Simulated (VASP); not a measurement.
The system is Si5S.

```
Si S
1.0
     2.57936    0.00000    0.00000
    -1.28968    2.23379    0.00000
     0.00000    0.00000   16.34023
Si S
5 1
Direct
  0.66667 0.33333 0.81714
  0.33333 0.66667 0.66003
  0.66667 0.33333 0.50000
  0.33333 0.66667 0.33997
  0.66667 0.33333 0.18286
  0.33333 0.66667 0.00000
```

The cell was generated, and may not be a known phase.

```yaml
Program: VASP 6.6.1
Task: relaxation of cell and atoms
Functional: PBE
Potentials_or_basis: VASP PAW PBE potentials, release 64 (Si, S)
Cutoff: 600 eV
k_mesh: 18 × 18 × 4
Occupations: gaussian, width 0.1 eV
Spin: no spin polarisation
```

At the start: pressure -0.1 GPa; volume 15.69 Å³/atom.

Where does the relaxation end?

Over 17 steps the energy falls by 45.0 meV/atom and the volume is 15.04 Å³/atom (-4.2 %); space group P-6m2 (No. 187, to 0.1 Å) before and after.

Step by step:
```tsv
step	energy change (eV)	largest force (eV/Å)	pressure (GPa)	volume (Å³)
1	0.0000	0.3307	-0.08	94.15
2	-0.1223	0.1900	-1.17	93.98
3	-0.1864	0.0873	-1.75	93.65
4	-0.2260	0.2091	-1.72	92.55
5	-0.2300	0.1543	-1.96	93.20
6	-0.2416	0.1383	-1.85	92.90
7	-0.2474	0.1649	1.26	89.19
8	-0.2543	0.1555	-0.11	90.75
9	-0.2593	0.0883	0.07	90.48
10	-0.2606	0.0559	0.22	90.26
11	-0.2607	0.0471	0.26	90.18
12	-0.2693	0.0263	-0.30	90.69
13	-0.2693	0.0268	-0.30	90.68
14	-0.2694	0.0352	-0.18	90.56
15	-0.2699	0.0164	-0.23	90.57
16	-0.2699	0.0176	-0.23	90.57
17	-0.2701	0.0084	0.08	90.22
```

Final structure:
```
Si S
1.0
     2.68772    0.00000    0.00000
    -1.34386    2.32763    0.00000
     0.00000    0.00000   14.42113
Si S
5 1
Direct
  0.66667 0.33333 0.81452
  0.33333 0.66667 0.65892
  0.66667 0.33333 0.50000
  0.33333 0.66667 0.34108
  0.66667 0.33333 0.18548
  0.33333 0.66667 0.00000
```

Caveat: the highest band is partly filled, so the run has too few bands.
